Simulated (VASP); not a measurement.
Write the native input for VASP 6.6.1 that does the following.

```
Task                   : single point
Functional             : r2SCAN
Potentials or basis    : VASP PAW PBE potentials, release 64 (Sb)
Cutoff                 : 520 eV
k mesh                 : 15 × 15 × 8
Occupations            : fermi-dirac, width 0.05 eV
Spin                   : no spin polarisation
Dipole correction      : no
Further INCAR settings : ALGO = Normal; EDIFF = 1e-07; NBANDS = 12
```

The system is Sb.

```
Sb
1.0
     3.35453    0.00000    0.00000
    -1.67727    2.90511    0.00000
     0.00000    0.00000    5.47016
Sb
2
Direct
  0.66667 0.33333 0.75000
  0.33333 0.66667 0.25000
```

The input as run:

POSCAR

```
Sb
1.0
    3.3545324186      0.0000000000      0.0000000000
   -1.6772662093      2.9051102923      0.0000000000
    0.0000000000      0.0000000000      5.4701606500
Sb
2
Direct
    0.6666666667      0.3333333333      0.7500000000
    0.3333333333      0.6666666667      0.2500000000
```

INCAR.step1

```
SYSTEM = Sb
  PREC = Accurate
  ENCUT = 520
  ISMEAR = -1
  SIGMA = 0.05
  LREAL = .FALSE.
  LASPH = .TRUE.
  NELM = 80
  NBANDS = 12
  GGA = PE
  ALGO = Normal
  EDIFF = 1E-4
  LWAVE = .TRUE.
  LCHARG = .FALSE.
```

INCAR.step2

```
SYSTEM = Sb
  PREC = Accurate
  ENCUT = 520
  EDIFF = 1E-7
  ISMEAR = -1
  SIGMA = 0.05
  LREAL = .FALSE.
  LASPH = .TRUE.
  NELM = 80
  ALGO = Normal
  ISIF = 2
  LWAVE = .FALSE.
  LCHARG = .FALSE.
  METAGGA = R2SCAN
  LMIXTAU = .TRUE.
  NBANDS = 12
  ISTART = 1
```

KPOINTS

```
regular mesh
0
G
  15 15 8
  0 0 0
```

Potentials or basis: VASP PAW PBE potentials, release 64 (Sb).

Launch:

```sh
$ cat potpaw_PBE.64/Sb/POTCAR > POTCAR
$ cp INCAR.step1 INCAR
$ mpirun -np 1 vasp_std > vasp.out
$ cp INCAR.step2 INCAR
$ mpirun -np 1 vasp_std > vasp.out
```

It gave:

The pressure is 1.0 GPa and the band gap on the k mesh is zero (band 5 reaches 13.26 eV, above the bottom of band 6 at 5.14 eV).

Caveat: the PAW data sets were made with another functional, which shifts forces and pressure a little; spin-orbit coupling is left out, which moves the levels of the heavy elements.

Wall time 2.9 min on 1 thread of Intel(R) Xeon(R) 6975P-C (Granite Rapids), with other jobs on the host, peak memory 0.22 GiB.
